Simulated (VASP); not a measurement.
Runs of VASP 6.6.1 on Ta. The structure is that of space group P6_3/mmc (No. 194), or close to it. The cells are those of the table. This isn't the form of Ta at room conditions, which is bcc.

```csv
cell,k mesh,gap on the mesh (eV),pressure (GPa)
"a = 2.958, b = 2.958, c = 5.424 Å, angles 90.0, 90.0, 120.0°, 2 atoms",18 × 18 × 8,none,-14.1
"a = 3.048, b = 3.048, c = 5.274 Å, angles 90.0, 90.0, 120.0°, 2 atoms",18 × 18 × 8,none,-18.7
"a = 3.129, b = 3.129, c = 5.108 Å, angles 90.0, 90.0, 120.0°, 2 atoms",18 × 18 × 8,none,(a)
"a = 2.814, b = 2.814, c = 4.935 Å, angles 90.0, 90.0, 120.0°, 2 atoms",18 × 18 × 8,none,23.6
"a = 2.881, b = 2.881, c = 5.209 Å, angles 90.0, 90.0, 120.0°, 2 atoms",15 × 15 × 8,none,(b)
```

Alike in all rows: task single point; level PBE; potentials or basis VASP PAW PBE potentials, release 64 (Ta_pv); no spin polarisation; cutoff (eV) 520; smearing gaussian 0.1 eV.

Question: Estimate the missing entries.

Answer: (a) -20.8; (b) 0.4.

Caveats: spin-orbit coupling is left out, which moves the levels of the heavy elements; the cell stands under tension (at least some runs); the cell stands under pressure (at least some runs).

A k mesh can miss the band edges, and the runs leave out spin-orbit coupling on Ta.

A gap of «none» marks levels without a gap at the run's occupations.
